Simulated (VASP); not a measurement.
# BN (pbe) (P6_3mc) in VASP: further runs

The runs below take BN (pbe) through single point, relaxation of the atoms, with PBE.

All numbers are computed with VASP 6.6.1; they aren't measurements. Logs are shortened: lines on timing, memory, paths and dates and some standing lists are left out, and cuts for length are marked.

## (1) The cell of the first run

It takes space group P6_3mc (No. 186, hexagonal). The conventional cell has a = 2.529 Å, b = 2.529 Å, c = 4.182 Å, α = 90.00°, β = 90.00°, γ = 120.00°. Within 2.1 Å of B (site symmetry 3m) lie 4 N at 1.55 to 1.57 Å. Within 2.1 Å of N (site symmetry 3m) lie 4 B at 1.55 to 1.57 Å.

## (2) Single point, PBE (strained cell)

Contents of INCAR:

```
PREC = Accurate
ENCUT = 520
EDIFF = 1E-6
ISMEAR = 0
SIGMA = 0.02
LREAL = F
LASPH = T
NELM = 100
ALGO = Normal
ISIF = 2
LWAVE = F
LCHARG = T
GGA = PE
LELF = T
LVHAR = T
NBANDS = 16
```

Contents of KPOINTS:

```
regular mesh
0
Gamma
  9 9 6
```

Contents of POSCAR:

```
BN
1.0
    2.5285207801      0.0000000000      0.0000000000
   -1.2642603900      2.1897632295      0.0000000000
    0.0000000000      0.0000000000      4.1816427690
B N
2 2
Direct
    0.3333333333      0.6666666667     -0.0002010630
    0.6666666667      0.3333333333      0.4997989370
    0.3333333333      0.6666666667      0.3742010630
    0.6666666667      0.3333333333      0.8742010630
```

Potentials or basis: VASP PAW PBE potentials, release 64 (B, N).

Run with:

```bash
$ cat potpaw_PBE.64/B/POTCAR potpaw_PBE.64/N/POTCAR > POTCAR
$ mpirun -np 1 vasp_std > vasp.out
```

OUTCAR:

```text
PREC = Accurate
   ENCUT = 520
   EDIFF = 1E-6
   ISMEAR = 0
   LREAL = F
   LASPH = T
   NELM = 100
   ISIF = 2
   GGA = PE

 ion  position               nearest neighbor table
   1  0.333  0.667  1.000-   4 1.55   4 1.55   4 1.55   3 1.57
   2  0.667  0.333  0.500-   3 1.55   3 1.55   3 1.55   4 1.57
   3  0.333  0.667  0.374-   2 1.55   2 1.55   2 1.55   1 1.57
   4  0.667  0.333  0.874-   1 1.55   1 1.55   1 1.55   2 1.57

  LATTYP: Found a hexagonal cell.
 ALAT       =     2.5285207801
 C/A-ratio  =     1.6537901535

  Lattice vectors:

 A1 = (   2.5285207801,   0.0000000000,   0.0000000000)
 A2 = (  -1.2642603900,   2.1897632295,   0.0000000000)
 A3 = (   0.0000000000,   0.0000000000,   4.1816427690)

Analysis of symmetry for initial positions (statically):
=====================================================================
 Subroutine PRICEL returns:
 Original cell was already a primitive cell.

 Routine SETGRP: Setting up the symmetry group for a
 hexagonal supercell.

 Subroutine GETGRP returns: Found 12 space group operations
 (whereof  6 operations were pure point group operations)
 out of a pool of 24 trial point group operations.

The static configuration has the point symmetry C_3v.
 The point group associated with its full space group is C_6v.

Analysis of symmetry for dynamics (positions and initial velocities):
=====================================================================
 Subroutine PRICEL returns:
 Original cell was already a primitive cell.

 Routine SETGRP: Setting up the symmetry group for a
 hexagonal supercell.

 Subroutine GETGRP returns: Found 12 space group operations
 (whereof  6 operations were pure point group operations)
 out of a pool of 24 trial point group operations.

The dynamic configuration has the point symmetry C_3v.
 The point group associated with its full space group is C_6v.

 Subroutine INISYM returns: Found 12 space group operations
 (whereof  6 operations are pure point group operations),
 and found     1 'primitive' translations

----------------------------------------------------------------------------------------

                                     Primitive cell

  volume of cell :      23.1532

  direct lattice vectors                    reciprocal lattice vectors
     2.528520780  0.000000000  0.000000000     0.395488148  0.228335189  0.000000000
    -1.264260390  2.189763230  0.000000000     0.000000000  0.456670377  0.000000000
     0.000000000  0.000000000  4.181642769     0.000000000  0.000000000  0.239140466

  length of vectors
     2.528520780  2.528520780  4.181642769     0.456670377  0.456670377  0.239140466

  position of ions in fractional coordinates (direct lattice)
     0.333333333  0.666666667  0.999798937
     0.666666667  0.333333333  0.499798937
     0.333333333  0.666666667  0.374201063
     0.666666667  0.333333333  0.874201063

  ion indices of the primitive-cell ions
   primitive index   ion index
                 1           1
                 2           2
                 3           3
                 4           4

----------------------------------------------------------------------------------------

 KPOINTS: regular mesh

Automatic generation of k-mesh.
 Grid dimensions read from file:
 generate k-points for:    9    9    6

 Generating k-lattice:

  Cartesian coordinates                     Fractional coordinates (reciprocal lattice)
     0.043943128  0.025370577  0.000000000     0.111111111 -0.000000000  0.000000000
     0.000000000  0.050741153  0.000000000     0.000000000  0.111111111  0.000000000
     0.000000000  0.000000000  0.039856744     0.000000000  0.000000000  0.166666667

  Length of vectors
     0.050741153  0.050741153  0.039856744

  Shift w.r.t. Gamma in fractional coordinates (k-lattice)
     0.000000000  0.000000000  0.000000000

 Subroutine IBZKPT returns following result:
 ===========================================

 Found     48 irreducible k-points:

 Following reciprocal coordinates:
            Coordinates               Weight
  0.000000  0.000000  0.000000      1.000000
  0.111111 -0.000000  0.000000      6.000000
  0.222222  0.000000  0.000000      6.000000
  0.333333  0.000000  0.000000      6.000000
  0.444444  0.000000  0.000000      6.000000
  0.111111  0.111111  0.000000      6.000000
[... 16 lines left out ...]
  0.333333  0.222222  0.166667     24.000000
  0.333333  0.333333  0.166667      4.000000
 [... further k-points ...]
   k-points           NKPTS =     48   k-points in BZ     NKDIM =     48   number of bands    NBANDS=     16
   number of dos      NEDOS =    301   number of ions     NIONS =      4
   total plane-waves  NPLWV =  12800
   dimension x,y,z NGX =    20 NGY =   20 NGZ =   32
   dimension x,y,z NGXF=    40 NGYF=   40 NGZF=   64
   ions per type =               2   2
   NGX,Y,Z   is equivalent  to a cutoff of  13.15, 13.15, 12.72 a.u.
   NGXF,Y,Z  is equivalent  to a cutoff of  26.30, 26.30, 25.44 a.u.
 SYSTEM =  unknown system
   PREC   = accura    normal or accurate (medium, high low for compatibility)
   ISTART =      0    job   : 0-new  1-cont  2-samecut
   ICHARG =      2    charge: 1-file 2-atom 10-const
   ISPIN  =      1    spin polarized calculation?
   LNONCOLLINEAR =      F non collinear calculations
   LSORBIT =      F    spin-orbit coupling
   LASPH  =      T    aspherical Exc in radial PAW
   ENCUT  =  520.0 eV  38.22 Ry    6.18 a.u.   4.70  4.70  7.78*2*pi/ulx,y,z
   NELM   =    100;   NELMIN=  2; NELMDL= -5     # of ELM steps
   EDIFF  = 0.1E-05   stopping-criterion for ELM
   LREAL  =      F    real-space projection
   EDIFFG = 0.1E-04   stopping-criterion for IOM
   NSW    =      0    number of steps for IOM
   IBRION =     -1    ionic relax: 0-MD 1-quasi-New 2-CG
   NFREE  =      0    steps in history (QN), initial steepest desc. (CG)
   ISIF   =      2    stress and relaxation
   ISYM   =      2    0-nonsym 1-usesym 2-fastsym
   POTIM  = 0.5000    time-step for ionic-motion
   TEBEG  =    0.0;   TEEND  =   0.0 temperature during run
   PSTRESS=    0.0 pullay stress
   NELECT =      16.0000    total number of electrons
   NUPDOWN=      -1.0000    fix difference up-down
   EMIN   =  10.00;   EMAX   =-10.00  energy-range for DOS
   EFERMI =   0.00;   METHOD = LEGACY
   ISMEAR =     0;   SIGMA  =   0.02  broadening in eV -4-tet -1-fermi 0-gaus
   EFERMI_NEDOS =   21; number of points for ismear=-14 and -15
   IALGO  =     38    algorithm
   IMIX   =      4    mixing-type and parameters
     AMIX     =   0.40;   BMIX     =  1.00
     AMIX_MAG =   1.60;   BMIX_MAG =  1.00
  volume/ion in A,a.u.               =       5.79        39.06
  Fermi-wavevector in a.u.,A,eV,Ry     =   1.447365  2.735123 28.502360  2.094864
  Thomas-Fermi vector in A             =   2.565328
   LORBIT       =      0    0 simple, 1 ext, 2 COOP (PROOUT), +10 PAW based schemes
   GGA     = PE    functional components
   LHFCALC =     F    Hartree Fock is set to
   AEXX    =    0.0000 exact exchange contribution
   IVDW    =     0    specifies the selected vdW correction
   LEPSILON=     F    determine dielectric tensor
   LRPA    =     F    only Hartree local field effects (RPA)
 non-spin polarized calculation
 Gauss-broadening in eV      SIGMA  =   0.02
  energy-cutoff  :      520.00
  volume of cell :       23.15
 maximum number of plane-waves:       640
 NGX is ok and might be reduce to    20
   NGX =  9   NGY =  9   NGZ = 15

 number of electron      15.9999999 magnetization

 Free energy of the ion-electron system (eV)
  ---------------------------------------------------
  ext. energy  EPLUGINS =         0.00000000
  ---------------------------------------------------
  free energy    TOTEN  =       -34.80373469 eV

  energy without entropy =      -34.80373469  energy(sigma->0) =      -34.80373469

 E-fermi :   7.9029     XC(G=0): -12.9130

 val. band max:        7.8195190729   @ k =   0.0000   0.0000   0.0000
 cond. band min:      12.9672935354   @ k =   0.3333   0.3333   0.0000
 fundamental gap:      5.1477744625
 Fermi energy:         7.9029084589

 k-point     1 :       0.0000    0.0000    0.0000
  band No.  band energies     occupation
      1     -12.8280      2.00000
      2      -8.5765      2.00000
      3      -3.3001      2.00000
      4       5.6479      2.00000
      5       5.6479      2.00000
      6       7.5326      2.00000
[... 8 lines left out ...]
     15      19.8757      0.00000
     16      24.3036      0.00000

 k-point     2 :       0.1111   -0.0000    0.0000
  band No.  band energies     occupation
      1     -12.5552      2.00000
      2      -8.3677      2.00000
      3      -3.0307      2.00000
      4       4.4578      2.00000
      5       5.1589      2.00000
      6       6.8325      2.00000
[... 8 lines left out ...]
     15      20.6562      0.00000
     16      23.8678      0.00000

 k-point     3 :       0.2222    0.0000    0.0000
  band No.  band energies     occupation
      1     -11.7531      2.00000
      2      -7.7984      2.00000
      3      -2.2421      2.00000
      4       1.9250      2.00000
      5       4.1684      2.00000
      6       4.6316      2.00000
[... 8 lines left out ...]
     15      22.5030      0.00000
     16      23.2275      0.00000

 k-point     4 :       0.3333    0.0000    0.0000
  band No.  band energies     occupation
      1     -10.4889      2.00000
      2      -7.1402      2.00000
      3      -1.0416      2.00000
      4      -0.5131      2.00000
      5       2.2236      2.00000
      6       3.2842      2.00000
[... 8 lines left out ...]
     15      23.9329      0.00000
     16      24.4963      0.00000
[... 324 lines left out ...]
 k-point    22 :       0.2222    0.2222    0.1667
  band No.  band energies     occupation
      1      -9.6336      2.00000
      2      -7.1413      2.00000
      3      -0.7990      2.00000
      4       0.2645      2.00000
      5       1.0038      2.00000
      6       2.2234      2.00000
[... 8 lines left out ...]
     15      23.3114      0.00000
     16      24.3827      0.00000

 k-point    23 :       0.3333    0.2222    0.1667
  band No.  band energies     occupation
      1      -8.3004      2.00000
      2      -7.0188      2.00000
      3      -1.4563      2.00000
      4      -0.3303      2.00000
      5       0.6964      2.00000
      6       2.0314      2.00000
[... 8 lines left out ...]
     15      24.0102      0.00000
     16      24.5969      0.00000

 k-point    24 :       0.3333    0.3333    0.1667
  band No.  band energies     occupation
      1      -7.3670      2.00000
      2      -7.3670      2.00000
      3      -1.4383      2.00000
      4      -0.1085      2.00000
      5      -0.1085      2.00000
      6       1.8502      2.00000
[... 8 lines left out ...]
     15      24.1819      0.00000
     16      24.1819      0.00000

 [... further k-points ...]

------------------------ aborting loop because EDIFF is reached ----------------------------------------

  FORCE on cell =-STRESS in cart. coord.  units (eV):
  Direction    XX          YY          ZZ          XY          YZ          ZX
  --------------------------------------------------------------------------------------
  -------------------------------------------------------------------------------------
  Total        1.7844688      1.7844688      1.8022576      0.0000000      0.0000000      0.0000000
  in kB      123.4834964    123.4834964    124.7144660      0.0000000      0.0000000      0.0000000
  external PRESSURE =     123.8938196 kB  Pullay stress =       0.0000000 kB

 VOLUME and BASIS-vectors are now :
 -----------------------------------------------------------------------------
  energy-cutoff  :      520.00
  volume of cell :       23.15
      direct lattice vectors                 reciprocal lattice vectors
     2.528520780  0.000000000  0.000000000     0.395488148  0.228335189  0.000000000
    -1.264260390  2.189763230  0.000000000     0.000000000  0.456670377  0.000000000
     0.000000000  0.000000000  4.181642769     0.000000000  0.000000000  0.239140466

 POSITION                                       TOTAL-FORCE (eV/Angst)
 -----------------------------------------------------------------------------------
     -0.00000      1.45984      4.18080         0.000000      0.000000      0.003255
      1.26426      0.72992      2.08998         0.000000      0.000000      0.003255
     -0.00000      1.45984      1.56478         0.000000     -0.000000     -0.003255
      1.26426      0.72992      3.65560        -0.000000     -0.000000     -0.003255
 -----------------------------------------------------------------------------------
    total drift:                               -0.000000      0.000000     -0.000554

  FREE ENERGIE OF THE ION-ELECTRON SYSTEM (eV)
  ---------------------------------------------------
  free  energy   TOTEN  =       -34.8037346898 eV

  energy  without entropy=      -34.8037346898  energy(sigma->0) =      -34.80373469
```

Wall time 14 s (1 thread of AMD EPYC 7R43 (Zen 3), shared host); peak memory 0.1 GiB.

Results:

```yaml
Free_energy: -34.8037 eV
Pressure: 12.4 GPa
Largest_force: 0.003 eV/Å
Band_gap_on_the_k_mesh: 5.15 eV, indirect (least direct gap 8.37 eV)
```

Forces in eV/Å, atoms in the order of the input:
```
B    0.000  0.000  0.003
B    0.000  0.000  0.003
N    0.000  0.000 -0.003
N    0.000  0.000 -0.003
```

Caveat: the cell differs from its parent crystal (strained cell). A k mesh can miss the band edges.

(Continued in part 2 of 2.)
